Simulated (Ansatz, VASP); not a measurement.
# One calculation of TaN, two programs

Contents of INCAR:

```
SYSTEM = TaN
PREC     = Accurate       ! precision mode
ENCUT    = 600            ! plane-wave cutoff, eV
EDIFF    = 1E-6           ! SCF threshold, eV
ISMEAR   = -1             ! smearing method
SIGMA    = 0.05           ! smearing width, eV
LREAL    = .FALSE.        ! projectors in reciprocal space
LASPH    = .TRUE.         ! aspherical terms in the spheres
NELM     = 100            ! most SCF steps
ALGO     = Normal         ! electronic algorithm
ISIF     = 3              ! what is computed and relaxed
LWAVE    = .FALSE.        ! write WAVECAR
LCHARG   = .FALSE.        ! write CHGCAR
IBRION   = 2              ! ionic algorithm
NSW      = 60             ! ionic steps
EDIFFG   = -0.01          ! ionic threshold
```

KPOINTS

```
Automatic mesh
0
G
  6 6 9
  0 0 0
```

File POSCAR:

```
TaN
1.0
    5.1960000000      0.0000000000      0.0000000000
   -2.5980000000      4.4998679981      0.0000000000
    0.0000000000      0.0000000000      2.9110000000
Ta N
3 3
Direct
    0.0000000000      0.0000000000      0.0000000000
    0.6666666667      0.3333333333      0.5000000000
    0.3333333333      0.6666666667      0.5000000000
    0.0000000000      0.3928500000      0.0000000000
    0.6071500000      0.6071500000      0.0000000000
    0.3928500000      0.0000000000      0.0000000000
```

input.yaml

```yaml
crystal:
  lattice:
    - [5.196, 0.0, 0.0]
    - [-2.598, 4.4998679981, 0.0]
    - [0.0, 0.0, 2.911]
  atoms:
    - { symbol: Ta, position: [0.0, 0.0, 0.0] }
    - { symbol: Ta, position: [0.6666666667, 0.3333333333, 0.5] }
    - { symbol: Ta, position: [0.3333333333, 0.6666666667, 0.5] }
    - { symbol: "N", position: [0.0, 0.39285, 0.0] }
    - { symbol: "N", position: [0.60715, 0.60715, 0.0] }
    - { symbol: "N", position: [0.39285, 0.0, 0.0] }
hamiltonian:
  xc: lda
  pseudopotentials: { kind: paw }
kpoints:
  mp_grid: { grid: [6, 6, 9] }
scf:
  occupations: { method: fermi_dirac, width: 0.05 }
output:
  forces: true
  stress: true
  eigenvalues: true
  write_density: true
  write_potential: true
  elf: true
  volumetric_format: npy
relax:
  f_tol: 0.01
  max_steps: 40
  cell: { stress_tol: 0.05 }
```

Alike in both runs: task relaxation of cell and atoms; functional LDA; k mesh 6 × 6 × 9; occupations fermi-dirac, width 0.05 eV; no spin polarisation.

```csv
,VASP,Ansatz
version,VASP 6.6.1,Ansatz 0.2.0
potentials or method,"VASP PAW LDA potentials, release 64 (Ta_pv, N)",Ansatz PAW
plane-wave cutoff (eV),600,420
valence electrons in the cell,48,54
```

```csv
,VASP,Ansatz,Ansatz less VASP
"gap on the k mesh at the Fermi level, each at its own relaxed structure (eV)",none,none,-
relaxed volume (Å³/atom),11.06,11.00,-0.059
relaxed length of the cell vector where the two differ most in proportion (Å),5.161,5.151,-0.0103
```

LDA's correlation is that of Perdew and Zunger in VASP and of Perdew and Wang (1992) in Ansatz. A gap of «none» marks a metal or a gap that the smearing closes. VASP's potentials hold 48 valence electrons a cell and Ansatz's 54, so a difference there can come from the potentials and not from the codes.

Neither program's run includes spin-orbit coupling. Noted on Ansatz's run: the plane-wave basis is chosen anew once the cell has moved, so the energies of steps on either side of that aren't comparable.
